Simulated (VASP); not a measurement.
AlP: single point with r2SCAN

Crystal: AlP.

```xyz
2
Lattice="2.7604 2.7604 0.0000 -2.7604 2.7604 0.0000 0.0000 2.7604 2.7604" Properties=species:S:1:pos:R:3 pbc="T T T"
Al    0.0000    0.0000    0.0000
P     1.3802    4.1406    1.3802
```

| Property | Result |
| --- | --- |
| Program | VASP 6.6.1 |
| Task | single point |
| Functional | r2SCAN |
| Potentials or basis | VASP PAW PBE potentials, release 64 (Al, P) |
| Cutoff | 550 eV |
| k mesh | 8 × 8 × 8 |
| Occupations | gaussian, width 0.01 eV |
| Spin | no spin polarisation |

```json
{
  "Pressure": "-2.3 GPa",
  "Band gap on the k mesh": "1.97 eV, indirect (least direct gap 3.70 eV)"
}
```

Levels at points of the mesh, in eV from the valence-band top:
| k point | band 1 | band 2 | band 3 | band 4 | band 5 | band 6 | band 7 | band 8 |
| --- | --- | --- | --- | --- | --- | --- | --- | --- |
| (0.00, 0.00, 0.00) | -11.80 | 0.00 | 0.00 | 0.00 | 3.70 | 4.93 | 4.93 | 4.93 |
| (0.50, 0.00, 0.00) | -10.13 | -5.52 | -0.77 | -0.77 | 3.19 | 5.21 | 5.21 | 8.84 |
| (0.50, 0.50, 0.00) | -9.48 | -5.32 | -2.11 | -2.11 | 1.97 | 2.85 | 11.69 | 11.69 |

Wall time 50 s on 1 thread of Intel(R) Xeon(R) Platinum 8259CL CPU @ 2.50GHz (Skylake/Cascade Lake), with other jobs on the host, peak memory 0.16 GiB.

Caveat: the PAW data sets were made with another functional, which shifts forces and pressure a little. r2SCAN opens gaps a little over a GGA but as a rule still falls short of measured ones.
